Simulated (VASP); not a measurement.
# Ti2Cl: relaxation of cell and atoms with PBE

Ti2Cl:

```xyz
3
Lattice="4.6409 0.0000 0.0000 -2.3204 4.0191 0.0000 0.0000 0.0000 2.8637" Properties=species:S:1:pos:R:3 pbc="T T T"
Ti    0.0000    2.6794    0.0000
Ti    2.3204    1.3397    0.0000
Cl    0.0000    0.0000    0.0000
```

The cell was built from a structure type or drawn by symmetry, and may not be a known phase.

```yaml
Program: VASP 6.6.1
Task: relaxation of cell and atoms
Functional: PBE
Potentials_or_basis: VASP PAW PBE potentials, release 64 (Ti_sv, Cl)
Cutoff: 600 eV
k_mesh: 12 × 12 × 16
Occupations: gaussian, width 0.1 eV
Spin: no spin polarisation
Dipole_correction: no
Further_INCAR_settings: ALGO = Normal; EDIFF = 1e-06; IBRION = 2; EDIFFG = -0.01; NSW = 100; ISIF = 3
```

- Pressure after relaxing: -0.1 GPa
- Band gap on the k mesh: zero (an odd number of electrons rules out a gap without spin polarisation)

Final structure:
```
Ti Cl
1.0
     4.64090    0.00000    0.00000
    -2.32045    4.01913    0.00000
     0.00000    0.00000    2.86369
Ti Cl
2 1
Cartesian
  0.0000 2.6794 0.0000
  2.3204 1.3397 0.0000
  0.0000 0.0000 0.0000
```

Levels at points of the mesh, in eV from the Fermi level:
```tsv
k point	band 13	band 14	band 15	band 16	band 17	band 18	band 19
(0.00, 0.00, 0.00)	-2.29	-0.47	-0.07	-0.04	-0.04	1.69	1.69
(0.50, 0.00, 0.00)	-1.97	-1.36	-0.54	-0.42	1.15	1.47	1.62
(0.00, 0.00, 0.50)	-1.04	-1.04	0.01	0.73	0.73	0.83	0.83
(0.50, 0.00, 0.50)	-1.73	-0.78	-0.66	-0.38	0.37	1.52	1.71
```

Wall time 4 min on 1 thread of Intel Xeon 8259CL, with other jobs on the host, peak memory 0.33 GiB.

Caveat: the relaxation stopped at its first step, so nothing moved; an odd number of electrons without spin polarisation forces a metal; a magnetic or distorted state may lie lower.
